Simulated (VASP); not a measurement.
# CdS in VASP: notebook

CdS is run at these levels: PBE+D3(BJ); tasks: single point.

All numbers are computed with VASP 6.6.1; they aren't measurements. Logs are shortened: lines on timing, memory, paths and dates and some standing lists are left out, and cuts for length are marked.

### Step 1. The cell of the first run

The cell holds a sheet with vacuum, 4 atoms: a = 4.304 Å, b = 4.304 Å, c = 19.000 Å, α = 90.00°, β = 90.00°, γ = 120.00°.

### Step 2. Single point, PBE+D3(BJ)

Contents of INCAR:

```
ALGO = Normal
DIPOL = 0.5 0.5 0.500
EDIFF = 1E-6
ENCUT = 520
GGA = PE
IDIPOL = 3
ISIF = 2
ISMEAR = 0
IVDW = 12
LASPH = T
LCHARG = T
LDIPOL = T
LELF = T
LREAL = F
LVACPOTAV = T
LVHAR = T
LWAVE = F
NBANDS = 26
NELM = 60
PREC = Accurate
SIGMA = 0.1
```

Contents of KPOINTS:

```
k-points
0
Gamma
  6 6 1
```

Contents of POSCAR:

```
CdS
1.0
    4.3038180100      0.0000000000      0.0000000000
   -2.1519084600      3.7272151900      0.0000000000
    0.0000000000      0.0000000000     19.0000000000
Cd S
2 2
Direct
    0.3333333300      0.6666666700      0.4005263200
    0.3333333300      0.6666666700      0.5994736800
    0.0000000000      0.0000000000      0.3904842200
    0.6666666700      0.3333333300      0.6095157800
```

Potentials or basis: VASP PAW PBE potentials, release 64 (Cd, S).

Command:

```sh
$ cat potpaw_PBE.64/Cd/POTCAR potpaw_PBE.64/S/POTCAR > POTCAR
$ mpirun -np 1 vasp_std > vasp.out
```

OUTCAR:

```text
EDIFF = 1E-6
   ENCUT = 520
   GGA = PE
   ISIF = 2
   ISMEAR = 0
   IVDW = 12
   LASPH = T
   LREAL = F
   NELM = 60
   PREC = Accurate
 IVDW          = 12

 ion  position               nearest neighbor table
   1  0.333  0.667  0.401-   3 2.49   3 2.49   3 2.49   2 3.78
   2  0.333  0.667  0.599-   4 2.49   4 2.49   4 2.49   1 3.78
   3  0.000  0.000  0.390-   1 2.49   1 2.49   1 2.49
   4  0.667  0.333  0.610-   2 2.49   2 2.49   2 2.49

  LATTYP: Found a hexagonal cell.
 ALAT       =     4.3038180100
 C/A-ratio  =     4.4146848115

  Lattice vectors:

 A1 = (   4.3038180100,   0.0000000000,   0.0000000000)
 A2 = (  -2.1519084600,   3.7272151900,   0.0000000000)
 A3 = (   0.0000000000,   0.0000000000,  19.0000000000)

Analysis of symmetry for initial positions (statically):
=====================================================================
 Subroutine PRICEL returns:
 Original cell was already a primitive cell.

 Routine SETGRP: Setting up the symmetry group for a
 hexagonal supercell.

 Subroutine GETGRP returns: Found 12 space group operations
 (whereof  6 operations were pure point group operations)
 out of a pool of 24 trial point group operations.

The static configuration has the point symmetry C_3v.
 The point group associated with its full space group is D_3d.

Analysis of symmetry for dynamics (positions and initial velocities):
=====================================================================
 Subroutine PRICEL returns:
 Original cell was already a primitive cell.

 Routine SETGRP: Setting up the symmetry group for a
 hexagonal supercell.

 Subroutine GETGRP returns: Found 12 space group operations
 (whereof  6 operations were pure point group operations)
 out of a pool of 24 trial point group operations.

The dynamic configuration has the point symmetry C_3v.
 The point group associated with its full space group is D_3d.

 Subroutine INISYM returns: Found 12 space group operations
 (whereof  6 operations are pure point group operations),
 and found     1 'primitive' translations

----------------------------------------------------------------------------------------

                                     Primitive cell

  volume of cell :     304.7839

  direct lattice vectors                    reciprocal lattice vectors
     4.303818010  0.000000000  0.000000000     0.232351832  0.134148378  0.000000000
    -2.151908460  3.727215190  0.000000000     0.000000000  0.268296825  0.000000000
     0.000000000  0.000000000 19.000000000     0.000000000  0.000000000  0.052631579

  length of vectors
     4.303818010  4.303817270 19.000000000     0.268296778  0.268296825  0.052631579

  position of ions in fractional coordinates (direct lattice)
     0.333333330  0.666666670  0.400526320
     0.333333330  0.666666670  0.599473680
     0.000000000  0.000000000  0.390484220
     0.666666670  0.333333330  0.609515780

  ion indices of the primitive-cell ions
   primitive index   ion index
                 1           1
                 2           2
                 3           3
                 4           4

----------------------------------------------------------------------------------------

 KPOINTS: k-points

Automatic generation of k-mesh.
 Grid dimensions read from file:
 generate k-points for:    6    6    1

 Generating k-lattice:

  Cartesian coordinates                     Fractional coordinates (reciprocal lattice)
     0.038725305  0.022358063  0.000000000     0.166666667 -0.000000000  0.000000000
     0.000000000  0.044716137  0.000000000     0.000000000  0.166666667  0.000000000
     0.000000000  0.000000000  0.052631579     0.000000000  0.000000000  1.000000000

  Length of vectors
     0.044716130  0.044716137  0.052631579

  Shift w.r.t. Gamma in fractional coordinates (k-lattice)
     0.000000000  0.000000000  0.000000000

 Subroutine IBZKPT returns following result:
 ===========================================

 Found      7 irreducible k-points:

 Following reciprocal coordinates:
            Coordinates               Weight
  0.000000  0.000000  0.000000      1.000000
  0.166667  0.000000  0.000000      6.000000
  0.333333  0.000000  0.000000      6.000000
  0.500000  0.000000  0.000000      3.000000
  0.166667  0.166667  0.000000      6.000000
  0.333333  0.166667  0.000000     12.000000
  0.333333  0.333333  0.000000      2.000000
   k-points           NKPTS =      7   k-points in BZ     NKDIM =      7   number of bands    NBANDS=     26
   number of dos      NEDOS =    301   number of ions     NIONS =      4
   total plane-waves  NPLWV = 147456
   dimension x,y,z NGX =    32 NGY =   32 NGZ =  144
   dimension x,y,z NGXF=    64 NGYF=   64 NGZF=  288
   ions per type =               2   2
   NGX,Y,Z   is equivalent  to a cutoff of  12.36, 12.36, 12.60 a.u.
   NGXF,Y,Z  is equivalent  to a cutoff of  24.72, 24.72, 25.20 a.u.
 SYSTEM =  unknown system
   PREC   = accura    normal or accurate (medium, high low for compatibility)
   ISTART =      0    job   : 0-new  1-cont  2-samecut
   ICHARG =      2    charge: 1-file 2-atom 10-const
   ISPIN  =      1    spin polarized calculation?
   LNONCOLLINEAR =      F non collinear calculations
   LSORBIT =      F    spin-orbit coupling
   LASPH  =      T    aspherical Exc in radial PAW
   ENCUT  =  520.0 eV  38.22 Ry    6.18 a.u.   8.00  8.00 35.33*2*pi/ulx,y,z
   NELM   =     60;   NELMIN=  2; NELMDL= -5     # of ELM steps
   EDIFF  = 0.1E-05   stopping-criterion for ELM
   LREAL  =      F    real-space projection
   EDIFFG = 0.1E-04   stopping-criterion for IOM
   NSW    =      0    number of steps for IOM
   IBRION =     -1    ionic relax: 0-MD 1-quasi-New 2-CG
   NFREE  =      0    steps in history (QN), initial steepest desc. (CG)
   ISIF   =      2    stress and relaxation
   ISYM   =      2    0-nonsym 1-usesym 2-fastsym
   POTIM  = 0.5000    time-step for ionic-motion
   TEBEG  =    0.0;   TEEND  =   0.0 temperature during run
   PSTRESS=    0.0 pullay stress
   NELECT =      36.0000    total number of electrons
   NUPDOWN=      -1.0000    fix difference up-down
   EMIN   =  10.00;   EMAX   =-10.00  energy-range for DOS
   EFERMI =   0.00;   METHOD = LEGACY
   ISMEAR =     0;   SIGMA  =   0.10  broadening in eV -4-tet -1-fermi 0-gaus
   EFERMI_NEDOS =   21; number of points for ismear=-14 and -15
   IALGO  =     38    algorithm
   IMIX   =      4    mixing-type and parameters
     AMIX     =   0.40;   BMIX     =  1.00
     AMIX_MAG =   1.60;   BMIX_MAG =  1.00
  volume/ion in A,a.u.               =      76.20       514.20
  Fermi-wavevector in a.u.,A,eV,Ry     =   0.803239  1.517902  8.778391  0.645194
  Thomas-Fermi vector in A             =   1.911069
   LORBIT       =      0    0 simple, 1 ext, 2 COOP (PROOUT), +10 PAW based schemes
   GGA     = PE    functional components
   LHFCALC =     F    Hartree Fock is set to
   AEXX    =    0.0000 exact exchange contribution
   IVDW    =    12    specifies the selected vdW correction
   LEPSILON=     F    determine dielectric tensor
   LRPA    =     F    only Hartree local field effects (RPA)
 non-spin polarized calculation
 Gauss-broadening in eV      SIGMA  =   0.10
  energy-cutoff  :      520.00
  volume of cell :      304.78
 maximum number of plane-waves:      8230
   NGX = 17   NGY = 17   NGZ = 71

 dipolmoment           0.000000      0.000000      0.000000 electrons x Angstroem

 number of electron      35.9999991 magnetization

 dipolmoment           0.000000      0.000000     -0.000001 electrons x Angstroem

 Free energy of the ion-electron system (eV)
  ---------------------------------------------------
  ext. energy  EPLUGINS =         0.00000000
  ---------------------------------------------------
  free energy    TOTEN  =       -11.25249757 eV

  energy without entropy =      -11.25249757  energy(sigma->0) =      -11.25249757

 E-fermi :  -3.3159     XC(G=0):  -3.7641

 val. band max:       -3.7958728567   @ k =   0.0000   0.0000   0.0000
 cond. band min:      -2.4929049023   @ k =   0.0000   0.0000   0.0000
 fundamental gap:      1.3029679544
 Fermi energy:        -3.3158553595

 k-point     1 :       0.0000    0.0000    0.0000
  band No.  band energies     occupation
      1     -15.2561      2.00000
      2     -15.2097      2.00000
      3     -11.3390      2.00000
      4     -11.3390      2.00000
      5     -11.3312      2.00000
      6     -11.3312      2.00000
[... 18 lines left out ...]
     25       2.9915      0.00000
     26       3.0717      0.00000

 k-point     2 :       0.1667    0.0000    0.0000
  band No.  band energies     occupation
      1     -15.1776      2.00000
      2     -15.1374      2.00000
      3     -11.3028      2.00000
      4     -11.2992      2.00000
      5     -11.2776      2.00000
      6     -11.2709      2.00000
[... 18 lines left out ...]
     25       2.9205      0.00000
     26       3.4599      0.00000

 k-point     3 :       0.3333    0.0000    0.0000
  band No.  band energies     occupation
      1     -15.0173      2.00000
      2     -14.9936      2.00000
      3     -11.2105      2.00000
      4     -11.1693      2.00000
      5     -11.1481      2.00000
      6     -11.1439      2.00000
[... 18 lines left out ...]
     25       3.5174      0.00000
     26       3.9082      0.00000

 k-point     4 :       0.5000    0.0000    0.0000
  band No.  band energies     occupation
      1     -14.9335      2.00000
      2     -14.9254      2.00000
      3     -11.1509      2.00000
      4     -11.0804      2.00000
      5     -11.0802      2.00000
      6     -11.0784      2.00000
[... 18 lines left out ...]
     25       4.2146      0.00000
     26       4.4296      0.00000

 k-point     5 :       0.1667    0.1667    0.0000
  band No.  band energies     occupation
      1     -15.0580      2.00000
      2     -15.0291      2.00000
      3     -11.2593      2.00000
      4     -11.2391      2.00000
      5     -11.1645      2.00000
      6     -11.1517      2.00000
[... 18 lines left out ...]
     25       2.9499      0.00000
     26       3.7532      0.00000

 k-point     6 :       0.3333    0.1667    0.0000
  band No.  band energies     occupation
      1     -14.9356      2.00000
      2     -14.9239      2.00000
      3     -11.1882      2.00000
      4     -11.1384      2.00000
      5     -11.0725      2.00000
      6     -11.0551      2.00000
[... 18 lines left out ...]
     25       4.0636      0.00000
     26       4.0872      0.00000

 k-point     7 :       0.3333    0.3333    0.0000
  band No.  band energies     occupation
      1     -14.8923      2.00000
      2     -14.8923      2.00000
      3     -11.1756      2.00000
      4     -11.0991      2.00000
      5     -11.0589      2.00000
      6     -11.0589      2.00000
[... 18 lines left out ...]
     25       4.1144      0.00000
     26       4.1144      0.00000

------------------------ aborting loop because EDIFF is reached ----------------------------------------

 Edisp (eV)   -0.69386

 E8    (eV) :    -0.2914

  FORCE on cell =-STRESS in cart. coord.  units (eV):
  Direction    XX          YY          ZZ          XY          YZ          ZX
  --------------------------------------------------------------------------------------
  -------------------------------------------------------------------------------------
  Total      -2.47418    -2.47418    -0.42677    -0.00000     0.00000    -0.00000
  in kB     -13.00619   -13.00619    -2.24342    -0.00000     0.00000    -0.00000
  external pressure =       -9.42 kB  Pullay stress =        0.00 kB

 VOLUME and BASIS-vectors are now :
 -----------------------------------------------------------------------------
  energy-cutoff  :      520.00
  volume of cell :      304.78
      direct lattice vectors                 reciprocal lattice vectors
     4.303818010  0.000000000  0.000000000     0.232351832  0.134148378  0.000000000
    -2.151908460  3.727215190  0.000000000     0.000000000  0.268296825  0.000000000
     0.000000000  0.000000000 19.000000000     0.000000000  0.000000000  0.052631579

 POSITION                                       TOTAL-FORCE (eV/Angst)
 -----------------------------------------------------------------------------------
      0.00000      2.48481      7.61000         0.000000      0.000000     -0.028052
      0.00000      2.48481     11.39000        -0.000000     -0.000000      0.028052
      0.00000      0.00000      7.41920        -0.000000      0.000000      0.121662
      2.15191      1.24241     11.58080         0.000000     -0.000000     -0.121662
 -----------------------------------------------------------------------------------
    total drift:                                0.000002     -0.000001     -0.000032

  FREE ENERGIE OF THE ION-ELECTRON SYSTEM (eV)
  ---------------------------------------------------
  free  energy   TOTEN  =       -11.9463545226 eV

  energy  without entropy=      -11.9463545226  energy(sigma->0) =      -11.94635452

 vacuum level on the upper side and lower side of the slab         2.302         2.302
```

It took 2 min on 1 thread of Intel Xeon Platinum 8488C (Sapphire Rapids), shared host; peak memory 0.36 GiB.

Results:

| Item | Value |
| --- | --- |
| Free energy | -11.9464 eV |
| Largest force | 0.122 eV/Å |
| Band gap on the k mesh | 1.30 eV, direct |
| Dispersion energy per atom | -0.173 eV |

Forces on the atoms (eV/Å):
```
Cd   0.000  0.000 -0.028
Cd   0.000  0.000  0.028
S    0.000  0.000  0.122
S    0.000  0.000 -0.122
```

Levels at points of the mesh, in eV from the valence-band top:
```csv
k point,band 16,band 17,band 18,band 19,band 20,band 21
"(0.00, 0.00, 0.00)",-0.01,0.00,0.00,1.30,1.95,5.36
"(0.50, 0.00, 0.00)",-1.15,-0.22,-0.16,3.05,3.86,4.46
```

[end of part 1 of 2]
